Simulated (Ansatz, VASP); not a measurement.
# One calculation of Ta3Br2, two programs

```
Ta Br
1.0
     5.54192    0.00000    0.00000
    -2.77096    4.79945    0.00000
     0.00000    0.00000    4.80934
Ta Br
3 2
Direct
  0.50000 0.00000 0.00000
  0.00000 0.50000 0.00000
  0.50000 0.50000 0.00000
  0.66667 0.33333 0.50000
  0.33333 0.66667 0.50000
```

Alike in both runs: functional PBE; k mesh 12 × 12 × 8; occupations gaussian, width 0.1 eV; no spin polarisation.

Ansatz relaxed the structure, and its values are those at the end. VASP's run is a single point on that final structure, the one shown.

|  | VASP | Ansatz |
| --- | --- | --- |
| version | VASP 6.6.1 | Ansatz 0.2.0 |
| potentials or method | VASP PAW PBE potentials, release 64 (Ta_pv, Br), cutoff 520 eV | scalar-relativistic, plane waves, PAW |
| valence electrons in the cell | 47 | 53 |

```tsv
	VASP	Ansatz	Ansatz less VASP
gap on the k mesh at the Fermi level (eV)	none	none	-
pressure (GPa)	0.0	0.0	-0.04
```

A gap of «none» marks a metal or a gap that the smearing closes. VASP's potentials hold 47 valence electrons a cell and Ansatz's 53, so a difference there can come from the potentials and not from the codes.

Spin-orbit coupling is off throughout.
